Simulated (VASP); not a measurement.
Write the native input for VASP 6.6.1 that does the following.

- Task: single point
- Functional: LDA
- Potentials or basis: VASP PAW LDA potentials, release 64 (Nb_sv)
- Cutoff: 500 eV
- k mesh: 7 × 7 × 7
- Occupations: fermi-dirac, width 0.1 eV
- Spin: no spin polarisation
- Dipole correction: no
- Further INCAR settings: ALGO = Normal; EDIFF = 1e-06; NBANDS = 20

The structure of Nb lies in POSCAR:

```
Nb
1.0
    0.0000000000      2.8961802994      2.8961802994
    2.8961802994      0.0000000000      2.8961802994
    2.8961802994      2.8961802994      0.0000000000
Nb
2
Direct
    1.0000000000      1.0000000000      1.0000000000
    0.2500000000      0.2500000000      0.2500000000
```

One way to write it, as run:

INCAR

```
SYSTEM = Nb
ALGO = Normal
EDIFF = 1E-6
ENCUT = 500
GGA_COMPAT = .False.
ISIF = 2
ISMEAR = -1
LASPH = .True.
LCHARG = .False.
LREAL = .False.
LWAVE = .False.
NBANDS = 20
NELM = 120
PREC = Accurate
SIGMA = 0.1
```

KPOINTS

```
k-points
0
Gamma
  7 7 7
  0 0 0
```

Potentials or basis: VASP PAW LDA potentials, release 64 (Nb_sv).

Run with:

```bash
$ cat potpaw_LDA.64/Nb_sv/POTCAR > POTCAR
$ mpirun -np 1 vasp_std > vasp.out
```

Results of the run:

```yaml
Pressure: -1.5 GPa
Band_gap_on_the_k_mesh: zero (band 13 reaches 7.60 eV, above the bottom of band 14 at 6.42 eV)
```

It took 40 s on 1 thread of Intel Xeon 8259CL (shared host), peak memory 0.15 GiB.
